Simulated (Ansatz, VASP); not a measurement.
# Al2Cu in VASP and in Ansatz

```
CELL_PARAMETERS angstrom
2.78710 0.00000 0.00000
-1.39355 2.41370 0.00000
0.00000 0.00000 13.23978
ATOMIC_POSITIONS crystal
Al 0.33333 0.66667 0.22806
Al 0.33333 0.66667 0.59210
Al 0.66667 0.33333 0.40790
Al 0.66667 0.33333 0.77194
Cu 0.33333 0.66667 0.92400
Cu 0.66667 0.33333 0.07600
```

Alike in both runs: functional PBE; k mesh 18 × 18 × 4; occupations gaussian, width 0.1 eV; no spin polarisation.

Ansatz relaxed the structure, and its values are those at the end. VASP's run is a single point on that final structure, the one shown.

|  | VASP | Ansatz |
| --- | --- | --- |
| version | VASP 6.6.1 | Ansatz 0.2.0 |
| potentials or method | VASP PAW PBE potentials, release 64 (Al, Cu), cutoff 520 eV | scalar-relativistic, plane waves, PAW |
| valence electrons in the cell | 34 | 50 |

Ansatz gave:

```
gap on the k mesh at the Fermi level (eV) : none
pressure (GPa)                            : 0.0
rms of the force components (eV/Å)        : 0.002
```

Q: Which values does VASP return?

A: gap on the k mesh at the Fermi level (eV): none; pressure (GPa): 0.3; rms of the force components (eV/Å): 0.006.

A gap of «none» marks a metal or a gap that the smearing closes. With one functional, cell and mesh, what is left measures potentials, basis and numerics. VASP's potentials hold 34 valence electrons a cell and Ansatz's 50, so a difference there can come from the potentials and not from the codes.
